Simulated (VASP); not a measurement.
# Na3H (P4/mmm) in VASP: relaxation of cell and atoms with PBE

Aim: the relaxation of cell and atoms of Na3H with PBE.

Program: VASP 6.6.1. These are calculated values, not measurements. Logs are shortened: lines on timing, memory, paths and dates and some standing lists are left out, and cuts for length are marked.

## Step 1: The cell of the first run

The structure is tetragonal, space group P4/mmm (No. 123). Conventional cell: a = 4.036 Å, b = 4.036 Å, c = 3.994 Å, α = 90.00°, β = 90.00°, γ = 90.00°. Within 3.7 Å of Na (site symmetry mmm) lie 8 Na at 2.84 to 2.85 Å and 4 H at 2.84 Å. Within 3.7 Å of Na (site symmetry 4/mmm) lie 8 Na at 2.84 Å and 4 H at 2.85 Å. Within 3.7 Å of H (site symmetry 4/mmm) lie 12 Na at 2.84 to 2.85 Å.

The cell was generated, and may not be a known phase.

## Step 2: Relaxation of cell and atoms, PBE

INCAR reads:

```
ALGO     = Normal         # electronic algorithm
EDIFF    = 1E-7           # SCF threshold, eV
EDIFFG   = -0.04          # ionic threshold
ENCUT    = 1230           # plane-wave cutoff, eV
GGA      = PE             # functional
GGA_COMPAT= F            
IBRION   = 2              # ionic algorithm
ISIF     = 3              # what is computed and relaxed
ISMEAR   = 0              # smearing method
LASPH    = T              # aspherical terms in the spheres
LCHARG   = F              # write CHGCAR
LREAL    = F              # projectors in reciprocal space
LWAVE    = F              # write WAVECAR
NELM     = 120            # most SCF steps
NELMIN   = 4            
NSW      = 90             # ionic steps
PREC     = Accurate       # precision mode
SIGMA    = 0.1            # smearing width, eV
```

KPOINTS reads:

```
k-points
0
Gamma
  4 4 4
```

POSCAR reads:

```
Na3H
1.0
    4.0358426600      0.0000000000      0.0000000000
    0.0000000000      4.0358426600      0.0000000000
    0.0000000000      0.0000000000      3.9943597200
Na H
3 1
Direct
    0.0000000000      0.5000000000      0.5000000000
    0.5000000000      0.0000000000      0.5000000000
    0.5000000000      0.5000000000      0.0000000000
    0.0000000000      0.0000000000      0.0000000000
```

Potentials or basis: VASP PAW PBE potentials, release 64 (Na_sv, H_h).

Run with:

```sh
cat potpaw_PBE.64/Na_sv/POTCAR potpaw_PBE.64/H_h/POTCAR > POTCAR
mpirun -np 1 vasp_std > vasp.out
```

OUTCAR:

```text
EDIFF = 1E-7
   EDIFFG = -0.04
   ENCUT = 1230
   GGA = PE
   IBRION = 2
   ISIF = 3
   ISMEAR = 0
   LASPH = T
   LREAL = F
   NELM = 120
   NELMIN = 4
   NSW = 90
   PREC = Accurate

 ion  position               nearest neighbor table
   1  0.000  0.500  0.500-
   2  0.500  0.000  0.500-
   3  0.500  0.500  0.000-
   4  0.000  0.000  0.000-

  LATTYP: Found a simple tetragonal cell.
 ALAT       =     4.0358426600
 C/A-ratio  =     0.9897213684

  Lattice vectors:

 A1 = (   4.0358426600,   0.0000000000,   0.0000000000)
 A2 = (   0.0000000000,   4.0358426600,   0.0000000000)
 A3 = (   0.0000000000,   0.0000000000,   3.9943597200)

Analysis of symmetry for initial positions (statically):
=====================================================================
 Subroutine PRICEL returns:
 Original cell was already a primitive cell.

 Routine SETGRP: Setting up the symmetry group for a
 simple tetragonal supercell.

 Subroutine GETGRP returns: Found 16 space group operations
 (whereof 16 operations were pure point group operations)
 out of a pool of 16 trial point group operations.

The static configuration has the point symmetry D_4h.

Analysis of symmetry for dynamics (positions and initial velocities):
=====================================================================
 Subroutine PRICEL returns:
 Original cell was already a primitive cell.

 Routine SETGRP: Setting up the symmetry group for a
 simple tetragonal supercell.

 Subroutine GETGRP returns: Found 16 space group operations
 (whereof 16 operations were pure point group operations)
 out of a pool of 16 trial point group operations.

The dynamic configuration has the point symmetry D_4h.

 Subroutine INISYM returns: Found 16 space group operations
 (whereof 16 operations are pure point group operations),
 and found     1 'primitive' translations

----------------------------------------------------------------------------------------

                                     Primitive cell

  volume of cell :      65.0602

  direct lattice vectors                    reciprocal lattice vectors
     4.035842660  0.000000000  0.000000000     0.247779729  0.000000000  0.000000000
     0.000000000  4.035842660  0.000000000     0.000000000  0.247779729  0.000000000
     0.000000000  0.000000000  3.994359720     0.000000000  0.000000000  0.250353015

  length of vectors
     4.035842660  4.035842660  3.994359720     0.247779729  0.247779729  0.250353015

[... 66 lines left out ...]
   NGXF,Y,Z  is equivalent  to a cutoff of  39.54, 39.54, 39.96 a.u.
 SYSTEM =  unknown system
   PREC   = accura    normal or accurate (medium, high low for compatibility)
   ISTART =      0    job   : 0-new  1-cont  2-samecut
   ICHARG =      2    charge: 1-file 2-atom 10-const
   ISPIN  =      1    spin polarized calculation?
   LNONCOLLINEAR =      F non collinear calculations
   LSORBIT =      F    spin-orbit coupling
   LASPH  =      T    aspherical Exc in radial PAW
   ENCUT  = 1230.0 eV  90.40 Ry    9.51 a.u.  11.54 11.54 11.42*2*pi/ulx,y,z
   NELM   =    120;   NELMIN=  4; NELMDL= -5     # of ELM steps
   EDIFF  = 0.1E-06   stopping-criterion for ELM
   LREAL  =      F    real-space projection
   EDIFFG = -.4E-01   stopping-criterion for IOM
   NSW    =     90    number of steps for IOM
   IBRION =      2    ionic relax: 0-MD 1-quasi-New 2-CG
   NFREE  =      1    steps in history (QN), initial steepest desc. (CG)
   ISIF   =      3    stress and relaxation
   ISYM   =      2    0-nonsym 1-usesym 2-fastsym
   POTIM  = 0.5000    time-step for ionic-motion
   TEBEG  =    0.0;   TEEND  =   0.0 temperature during run
   PSTRESS=    0.0 pullay stress
   NELECT =      28.0000    total number of electrons
   NUPDOWN=      -1.0000    fix difference up-down
   EMIN   =  10.00;   EMAX   =-10.00  energy-range for DOS
   EFERMI =   0.00;   METHOD = LEGACY
   ISMEAR =     0;   SIGMA  =   0.10  broadening in eV -4-tet -1-fermi 0-gaus
   EFERMI_NEDOS =   21; number of points for ismear=-14 and -15
   IALGO  =     38    algorithm
   IMIX   =      4    mixing-type and parameters
     AMIX     =   0.40;   BMIX     =  1.00
     AMIX_MAG =   1.60;   BMIX_MAG =  1.00
  volume/ion in A,a.u.               =      16.27       109.76
  Fermi-wavevector in a.u.,A,eV,Ry     =   1.236011  2.335722 20.785932  1.527723
  Thomas-Fermi vector in A             =   2.370637
   LORBIT       =      0    0 simple, 1 ext, 2 COOP (PROOUT), +10 PAW based schemes
   GGA     = PE    functional components
   LHFCALC =     F    Hartree Fock is set to
   AEXX    =    0.0000 exact exchange contribution
   IVDW    =     0    specifies the selected vdW correction
   LEPSILON=     F    determine dielectric tensor
   LRPA    =     F    only Hartree local field effects (RPA)
 conjugate gradient relaxation of ions
 non-spin polarized calculation
 Gauss-broadening in eV      SIGMA  =   0.10
  energy-cutoff  :     1230.00
  volume of cell :       65.06
 maximum number of plane-waves:      6430
 NGX is ok and might be reduce to    48
   NGX = 23   NGY = 23   NGZ = 23

--------------------------------------- Ionic step        1  -------------------------------------------

 number of electron      27.9999998 magnetization

 Free energy of the ion-electron system (eV)
  ---------------------------------------------------
  ext. energy  EPLUGINS =         0.00000000
  ---------------------------------------------------
  free energy    TOTEN  =        -5.25139605 eV

  energy without entropy =       -5.24462983  energy(sigma->0) =       -5.24801294

------------------------ aborting loop because EDIFF is reached ----------------------------------------

  FORCE on cell =-STRESS in cart. coord.  units (eV):
  Direction    XX          YY          ZZ          XY          YZ          ZX
  --------------------------------------------------------------------------------------
  -------------------------------------------------------------------------------------
  Total        4.6945093      4.6945093      4.7076071      0.0000000      0.0000000      0.0000000
  in kB      115.6072731    115.6072731    115.9298204      0.0000000      0.0000000      0.0000000
  external PRESSURE =     115.7147889 kB  Pullay stress =       0.0000000 kB
[... 139 lines left out ...]
--------------------------------------- Ionic step        5  -------------------------------------------

 number of electron      27.9999971 magnetization

 Free energy of the ion-electron system (eV)
  ---------------------------------------------------
  ext. energy  EPLUGINS =         0.00000000
  ---------------------------------------------------
  free energy    TOTEN  =        -6.15144459 eV

  energy without entropy =       -6.14367282  energy(sigma->0) =       -6.14755870

 E-fermi :   1.0418     XC(G=0):  -6.8652

 val. band max:        0.9743895657   @ k =   0.0000   0.0000   0.0000
 cond. band min:       1.0501132920   @ k =   0.5000   0.5000   0.0000
 fundamental gap:      0.0757237262
 Fermi energy:         1.0418315551

 k-point     1 :       0.0000    0.0000    0.0000
  band No.  band energies     occupation
      1     -52.2335      2.00000
      2     -52.2251      2.00000
      3     -52.2166      2.00000
      4     -24.1909      2.00000
      5     -24.1902      2.00000
      6     -24.1902      2.00000
[... 398 lines left out ...]
  FREE ENERGIE OF THE ION-ELECTRON SYSTEM (eV)
  ---------------------------------------------------
  free  energy   TOTEN  =        -6.1514445874 eV

  energy  without entropy=       -6.1436728222  energy(sigma->0) =       -6.14755870

 reached required accuracy - stopping structural energy minimisation
```

Wall time 4.1 min (1 thread of Intel Xeon Platinum 8259CL at 2.50GHz (Skylake/Cascade Lake), shared host); peak memory 0.35 GiB.

What came out:

```yaml
Free_energy: -6.1514 eV
Relaxed_volume: 25.25 Å³/atom
Relaxed_cell: a = 4.673 Å, b = 4.673 Å, c = 4.626 Å, α = 90.00°, β = 90.00°, γ = 90.00°
Space_group_after_relaxing_to_0.1_Å: Pm-3m (No. 221)
Energy_gained_by_relaxing: 225.0 meV/atom
Ionic_steps: 5
Pressure_after_relaxing: 0.0 GPa
Band_gap_on_the_k_mesh: zero (bands 14 and 15 overlap by 0.66 eV)
```

Step by step:
| step | energy change (eV) | largest force (eV/Å) | pressure (GPa) | volume (Å³) |
| --- | --- | --- | --- | --- |
| 1 | 0.0000 | 0.0000 | 11.57 | 65.06 |
| 2 | -0.5895 | 0.0000 | 5.23 | 76.76 |
| 3 | -0.8668 | 0.0000 | 1.26 | 91.74 |
| 4 | -0.8973 | 0.0000 | 0.32 | 98.31 |
| 5 | -0.9000 | 0.0000 | 0.03 | 101.01 |

Final structure:
```yaml
crystal:
  lattice:
    - [4.67271, 0.00000, 0.00000]
    - [0.00000, 4.67271, 0.00000]
    - [0.00000, 0.00000, 4.62644]
  atoms:
    - { symbol: Na, position: [0.00000, 0.50000, 0.50000] }
    - { symbol: Na, position: [0.50000, 0.00000, 0.50000] }
    - { symbol: Na, position: [0.50000, 0.50000, 0.00000] }
    - { symbol: H, position: [0.00000, 0.00000, 0.00000] }
```

Caveat: the k points lie up to 0.34 Å⁻¹ apart in the final cell, too coarse for converged energies and pressures of a metal; the volume moved by over 15 % at a fixed basis, so the end points are rough.

The gap in the log of VASP goes by the Fermi energy; the results here count the filled bands.